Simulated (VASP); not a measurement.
# TiO2 (P2_1/c) in VASP: notebook, part 2 of 2

VASP 6.6.1. Earlier steps stand in the parts before.

## Step 3: Single point, revPBE+D4

This run uses another cell than the first one, of 9.64 Å³/atom.

Contents of INCAR:

```
  PREC = Accurate
  ENCUT = 520
  EDIFF = 1E-6
  ISMEAR = -1
  SIGMA = 0.05
  LREAL = F
  LASPH = T
  NELM = 80
  ALGO = Normal
  ISIF = 2
  LWAVE = F
  LCHARG = F
  GGA = RE
  IVDW = 13
  NBANDS = 60
```

Contents of KPOINTS:

```
Automatic mesh
0
Gamma
  6 6 6
```

Contents of POSCAR:

```
TiO2
1.0
    4.7882249746      0.0000000000      0.0092662851
    0.0000000000      4.8687175913      0.0000000000
   -0.8489346858      0.0000000000      4.9602524579
Ti O
4 8
Direct
    0.2773590642      0.0541313533      0.2150824224
    0.7226409358      0.5541313533      0.2849175776
    0.7226409358      0.9458686467      0.7849175776
    0.2773590642      0.4458686467      0.7150824224
    0.0648187653      0.1749517178      0.8487317682
    0.9351812347      0.6749517178      0.6512682318
    0.9351812347      0.8250482822      0.1512682318
    0.0648187653      0.3250482822      0.3487317682
    0.4444659378      0.7583138552      0.4644897173
    0.5555340622      0.2583138552      0.0355102827
    0.5555340622      0.2416861448      0.5355102827
    0.4444659378      0.7416861448      0.9644897173
```

Potentials or basis: VASP PAW PBE potentials, release 64 (Ti_sv, O).

The run is started by

```
cat potpaw_PBE.64/Ti_sv/POTCAR potpaw_PBE.64/O/POTCAR > POTCAR
mpirun -np 1 vasp_std > vasp.out
```

OUTCAR:

```text
PREC = Accurate
   ENCUT = 520
   EDIFF = 1E-6
   ISMEAR = -1
   LREAL = F
   LASPH = T
   NELM = 80
   ISIF = 2
   GGA = RE
   IVDW = 13

 ion  position               nearest neighbor table
   1  0.277  0.054  0.215-   8 1.86   7 1.96   9 1.99  10 2.00   5 2.04  11 2.12  12 2.21
   2  0.723  0.554  0.285-   7 1.86   8 1.96  10 1.99   9 2.00   6 2.04  12 2.12  11 2.21
   3  0.723  0.946  0.785-   6 1.86   5 1.96  11 1.99  12 2.00   7 2.04   9 2.12  10 2.21
   4  0.277  0.446  0.715-   5 1.86   6 1.96  12 1.99  11 2.00   8 2.04  10 2.12   9 2.21
   5  0.065  0.175  0.849-   4 1.86   3 1.96   1 2.04
   6  0.935  0.675  0.651-   3 1.86   4 1.96   2 2.04
   7  0.935  0.825  0.151-   2 1.86   1 1.96   3 2.04
   8  0.065  0.325  0.349-   1 1.86   2 1.96   4 2.04
   9  0.444  0.758  0.464-   1 1.99   2 2.00   3 2.12   4 2.21
  10  0.556  0.258  0.036-   2 1.99   1 2.00   4 2.12   3 2.21
  11  0.556  0.242  0.536-   3 1.99   4 2.00   1 2.12   2 2.21
  12  0.444  0.742  0.964-   4 1.99   3 2.00   2 2.12   1 2.21

  LATTYP: Found a simple monoclinic cell.
 ALAT       =     4.7882339408
 B/A-ratio  =     1.0168086296
[... 1722 lines left out ...]

 [... further k-points ...]

------------------------ aborting loop because EDIFF is reached ----------------------------------------

  DFT-D4 for vdW energy calculation

  Edisp (eV):   -5.34285

  FORCE on cell =-STRESS in cart. coord.  units (eV):
  Direction    XX          YY          ZZ          XY          YZ          ZX
  --------------------------------------------------------------------------------------
  -------------------------------------------------------------------------------------
  Total       0.60247     0.57400     0.55731     0.00000     0.00000     0.02433
  in kB       8.34468     7.95038     7.71913     0.00000     0.00000     0.33692
  external pressure =        8.00 kB  Pullay stress =        0.00 kB

 VOLUME and BASIS-vectors are now :
 -----------------------------------------------------------------------------
  energy-cutoff  :      520.00
  volume of cell :      115.67
      direct lattice vectors                 reciprocal lattice vectors
     4.788224975  0.000000000  0.009266285     0.208776510  0.000000000  0.035731573
     0.000000000  4.868717591  0.000000000     0.000000000  0.205392895  0.000000000
    -0.848934686  0.000000000  4.960252458    -0.000390017  0.000000000  0.201535891

 POSITION                                       TOTAL-FORCE (eV/Angst)
 -----------------------------------------------------------------------------------
      1.14547      0.26355      1.06943         0.024634     -0.033936     -0.002032
      3.21829      2.69791      1.41996        -0.024634     -0.033936      0.002032
      2.79382      4.60517      3.90009        -0.024634      0.033936      0.002032
      0.72100      2.17081      3.54956         0.024634      0.033936     -0.002032
     -0.41015      0.85179      4.21052        -0.020997     -0.014804     -0.000222
      3.92497      3.28615      3.23912         0.020997     -0.014804      0.000222
      4.34944      4.01693      0.75899         0.020997      0.014804      0.000222
      0.01432      1.58257      1.73040        -0.020997      0.014804     -0.000222
      1.73388      3.69202      2.30810        -0.025963     -0.008478      0.018447
      2.62988      1.25766      0.18129         0.025963     -0.008478     -0.018447
      2.20541      1.17670      2.66141         0.025963      0.008478     -0.018447
      1.30941      3.61106      4.78823        -0.025963      0.008478      0.018447
 -----------------------------------------------------------------------------------
    total drift:                               -0.000000      0.000000     -0.000000

  FREE ENERGIE OF THE ION-ELECTRON SYSTEM (eV)
  ---------------------------------------------------
  free  energy   TOTEN  =      -107.7059293548 eV

  energy  without entropy=     -107.7059293547  energy(sigma->0) =     -107.70592935
```

stdout:

```text
POSCAR found type information on POSCAR TiO
 POSCAR found :  2 types and      12 ions
 scaLAPACK will be used
 -----------------------------------------------------------------------------
|                                                                             |
|                                                                             |
|     You enforced a specific xc type in the INCAR file but a different       |
|     I HOPE YOU KNOW WHAT YOU ARE DOING!                                     |
|                                                                             |
 -----------------------------------------------------------------------------

 LDA part: xc-table for (Slater+PW92), standard interpolation
 POSCAR, INCAR and KPOINTS ok, starting setup
 FFT: planning ... GRIDC
 FFT: planning ... GRID_SOFT
 FFT: planning ... GRID
 WAVECAR not read
 entering main loop
```

Wall time 4 min (1 thread of Intel Xeon 6975P-C (Granite Rapids), shared host); peak memory 0.48 GiB.

Results:

```
Free energy                : -107.7059 eV
Pressure                   : 0.8 GPa
Largest force              : 0.042 eV/Å
Band gap on the k mesh     : 2.31 eV (least direct gap 2.43 eV)
Dispersion energy per atom : -0.445 eV
```

Forces in eV/Å, atoms in the order of the input:
```
Ti   0.025 -0.034 -0.002
Ti  -0.025 -0.034  0.002
Ti  -0.025  0.034  0.002
Ti   0.025  0.034 -0.002
O   -0.021 -0.015  0.000
O    0.021 -0.015  0.000
O    0.021  0.015  0.000
O   -0.021  0.015  0.000
O   -0.026 -0.008  0.018
O    0.026 -0.008 -0.018
O    0.026  0.008 -0.018
O   -0.026  0.008  0.018
```

Caveat: the PAW data sets were made with another functional, which shifts forces and pressure a little.

## Step 4: Single point, PBE

This run uses another cell than the first one, of 9.96 Å³/atom.

Contents of INCAR:

```
PREC = Accurate ; ENCUT = 520
EDIFF = 1E-6 ; ISMEAR = -1
SIGMA = 0.05 ; LREAL = False
LASPH = True ; NELM = 80
ALGO = Normal ; ISIF = 2
LWAVE = False ; LCHARG = False
GGA = PE ; NBANDS = 60
```

Contents of KPOINTS:

```
regular mesh
0
Gamma
  5 5 5
```

Contents of POSCAR:

```
TiO2
1.0
    4.8546407823      0.0000000000     -0.0188785309
    0.0000000000      4.9046510688      0.0000000000
   -0.8898873995      0.0000000000      5.0255071896
Ti O
4 8
Direct
    0.2756722340      0.0581427335      0.2174511517
    0.7243277660      0.5581427335      0.2825488483
    0.7243277660      0.9418572665      0.7825488483
    0.2756722340      0.4418572665      0.7174511517
    0.0607792012      0.1812913216      0.8565544072
    0.9392207988      0.6812913216      0.6434455928
    0.9392207988      0.8187086784      0.1434455928
    0.0607792012      0.3187086784      0.3565544072
    0.4499802496      0.7586358649      0.4559960776
    0.5500197504      0.2586358649      0.0440039224
    0.5500197504      0.2413641351      0.5440039224
    0.4499802496      0.7413641351      0.9559960776
```

The run is started by

```
cat potpaw_PBE.64/Ti_sv/POTCAR potpaw_PBE.64/O/POTCAR > POTCAR
mpirun -np 1 vasp_std > vasp.out
```

It took 11 min on 1 thread of Intel Xeon 8259CL, shared host; peak memory 0.34 GiB.

It converged, with:

| Quantity | Value |
| --- | --- |
| Free energy | -106.9754 eV |
| Pressure | 0.8 GPa |
| Largest force | 0.059 eV/Å |
| Band gap on the k mesh | 2.35 eV (least direct gap 2.38 eV) |

Forces on the atoms (eV/Å):
```
Ti   0.031 -0.048 -0.013
Ti  -0.031 -0.048  0.013
Ti  -0.031  0.048  0.013
Ti   0.031  0.048 -0.013
O   -0.032 -0.023  0.005
O    0.032 -0.023 -0.005
O    0.032  0.023 -0.005
O   -0.032  0.023  0.005
O   -0.029 -0.011  0.024
O    0.029 -0.011 -0.024
O    0.029  0.011 -0.024
O   -0.029  0.011  0.024
```

Stress tensor (GPa, compression positive):
```
 0.84  0.00 -0.01
 0.00  0.81  0.00
-0.01  0.00  0.74
```

Levels at points of the mesh, in eV from the valence-band top:
| k point | band 44 | band 45 | band 46 | band 47 | band 48 | band 49 | band 50 | band 51 | band 52 | band 53 |
| --- | --- | --- | --- | --- | --- | --- | --- | --- | --- | --- |
| (0.00, 0.00, 0.00) | -0.99 | -0.78 | -0.61 | -0.13 | 0.00 | 2.38 | 2.58 | 2.84 | 2.98 | 3.11 |

Caveat: an odd mesh through Γ misses points on the zone boundary, where band edges can lie.

## Step 5: Single point, PBE

This run uses another cell than the first one, of 9.70 Å³/atom.

Contents of INCAR:

```
SYSTEM = TiO2
PREC = Accurate ; ENCUT = 600
EDIFF = 1E-6 ; ISMEAR = 0
SIGMA = 0.013000000000000001 ; LREAL = .False.
LASPH = .True. ; NELM = 120
ALGO = Normal ; ISIF = 2
LWAVE = .False. ; LCHARG = .False.
GGA = PE ; NBANDS = 60
GGA_COMPAT = .False.
```

Contents of KPOINTS:

```
regular mesh
0
Gamma
  6 6 6
  0 0 0
```

Contents of POSCAR:

```
TiO2
1.0
    4.8126997814      0.0000000000      0.0000000000
    0.0000000000      4.8718844600      0.0000000000
   -0.8628854487      0.0000000000      4.9665942755
Ti O
4 8
Direct
    0.2774352600      0.0528083600      0.2131482700
    0.7225647400      0.5528083600      0.2868517300
    0.7225647400      0.9471916400      0.7868517300
    0.2774352600      0.4471916400      0.7131482700
    0.0638382200      0.1769655200      0.8515567400
    0.9361617800      0.6769655200      0.6484432600
    0.9361617800      0.8230344800      0.1484432600
    0.0638382200      0.3230344800      0.3515567400
    0.4453609900      0.7576317400      0.4667718600
    0.5546390100      0.2576317400      0.0332281400
    0.5546390100      0.2423682600      0.5332281400
    0.4453609900      0.7423682600      0.9667718600
```

The run is started by

```
cat potpaw_PBE.64/Ti_sv/POTCAR potpaw_PBE.64/O/POTCAR > POTCAR
mpirun -np 1 vasp_std > vasp.out
```

Run time: 9 min. Hardware: 1 thread of Intel Xeon Platinum 8559C (Emerald Rapids), shared host; peak memory 0.57 GiB.

It converged, with:

* Free energy: -106.9448 eV
* Pressure: 4.7 GPa
* Largest force: 0.100 eV/Å
* Band gap on the k mesh: 2.28 eV (least direct gap 2.35 eV)

Forces in eV/Å, atoms in the order of the input:
```
Ti   0.024  0.053  0.081
Ti  -0.024  0.053 -0.081
Ti  -0.024 -0.053 -0.081
Ti   0.024 -0.053  0.081
O   -0.022  0.021 -0.074
O    0.022  0.021  0.074
O    0.022 -0.021  0.074
O   -0.022 -0.021 -0.074
O   -0.056  0.012  0.001
O    0.056  0.012 -0.001
O    0.056 -0.012 -0.001
O   -0.056 -0.012  0.001
```

Stress tensor (GPa, compression positive):
```
4.59 0.00 0.03
0.00 4.67 0.00
0.03 0.00 4.77
```

Levels at points of the mesh, in eV from the valence-band top:
| k point | band 46 | band 47 | band 48 | band 49 | band 50 | band 51 |
| --- | --- | --- | --- | --- | --- | --- |
| (0.00, 0.00, 0.00) | -0.56 | -0.01 | 0.00 | 2.43 | 2.53 | 2.90 |
| (0.50, 0.00, 0.00) | -0.73 | -0.51 | -0.07 | 2.28 | 2.84 | 2.85 |
| (0.00, 0.50, 0.00) | -0.93 | -0.37 | -0.37 | 2.82 | 2.82 | 3.15 |
| (0.50, 0.50, 0.00) | -0.96 | -0.74 | -0.74 | 2.69 | 2.69 | 2.94 |
| (0.00, 0.00, 0.50) | -1.07 | -0.41 | -0.41 | 2.63 | 2.63 | 2.84 |
| (0.50, 0.00, 0.50) | -1.08 | -0.63 | -0.63 | 2.35 | 2.35 | 3.25 |
| (0.00, 0.50, 0.50) | -1.11 | -0.84 | -0.84 | 2.66 | 2.66 | 2.78 |
| (0.50, 0.50, 0.50) | -1.17 | -0.92 | -0.92 | 2.54 | 2.54 | 2.88 |

Caveat: the cell stands under pressure.

## Step 6: The runs side by side

```tsv
level	cell	k mesh	cutoff (eV)	smearing	gap on the mesh (eV)	pressure (GPa)	largest force (eV/Å)
r2SCAN	a = 4.804, b = 4.866, c = 5.041 Å, angles 90.0, 99.9, 90.0°, 12 atoms, atomic positions A	6 × 6 × 6	520	fermi-dirac 0.05 eV	2.72	1.9	0.10
revPBE+D4	a = 4.788, b = 4.869, c = 5.032 Å, angles 90.0, 99.6, 90.0°, 12 atoms, atomic positions B	6 × 6 × 6	520	fermi-dirac 0.05 eV	2.31	0.8	0.04
PBE	a = 4.855, b = 4.905, c = 5.104 Å, angles 90.0, 100.3, 90.0°, 12 atoms, atomic positions C	5 × 5 × 5	520	fermi-dirac 0.05 eV	2.35	0.8	0.06
PBE	a = 4.813, b = 4.872, c = 5.041 Å, angles 90.0, 99.9, 90.0°, 12 atoms, atomic positions D	6 × 6 × 6	600	gaussian 0.013 eV	2.28	4.7	0.10
```

Alike in all rows: task single point; potentials or basis VASP PAW PBE potentials, release 64 (Ti_sv, O); no spin polarisation.

Caveats: the PAW data sets were made with another functional, which shifts forces and pressure a little (at least some runs); an odd mesh through Γ misses points on the zone boundary, where band edges can lie (at least some runs); the cell stands under pressure (at least some runs).

Absolute energies hang on the potentials; compare differences alone.
